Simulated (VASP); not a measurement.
Wanted: the native input for a VASP 6.6.1 run.

```yaml
Task: single point
Functional: PBE
Potentials_or_basis: VASP PAW PBE potentials, release 64 (Cu)
Cutoff: 520 eV
k_mesh: 21 × 21 × 12
Occupations: gaussian, width 0.15 eV
Spin: no spin polarisation
Dipole_correction: no
Further_INCAR_settings: ALGO = Normal; EDIFF = 1e-07; NBANDS = 18
```

The structure of Cu lies in POSCAR:

```
Cu
1.0
    2.5103895162      0.0000000000      0.0000000000
   -1.2551947581      2.1740610944      0.0000000000
    0.0000000000      0.0000000000      3.8594728422
Cu
2
Direct
    0.3333333333      0.6666666667      0.2500000000
    0.6666666667      0.3333333333      0.7500000000
```

This isn't the form of Cu at room conditions, which is fcc.

One way to write it, as run:

INCAR

```
SYSTEM = Cu
PREC = Accurate ; ENCUT = 520
EDIFF = 1E-7 ; ISMEAR = 0
SIGMA = 0.15 ; LREAL = .False.
LASPH = .True. ; NELM = 80
ALGO = Normal ; ISIF = 2
LWAVE = .False. ; LCHARG = .False.
GGA = PE ; NBANDS = 18
```

KPOINTS

```
regular mesh
0
Gamma
  21 21 12
  0 0 0
```

Potentials or basis: VASP PAW PBE potentials, release 64 (Cu).

Command:

```console
$ cat potpaw_PBE.64/Cu/POTCAR > POTCAR
$ mpirun -np 1 vasp_std > vasp.out
```

Results of the run:

| Quantity | Value |
| --- | --- |
| Pressure | 26.2 GPa |
| Band gap on the k mesh | zero (bands 11 and 12 overlap by 6.14 eV) |

Caveat: the cell stands under pressure.

It took 76 s on 1 thread of AMD EPYC 7R43 64-Core Processor (Zen 3), with other jobs on the host, peak memory 0.18 GiB.
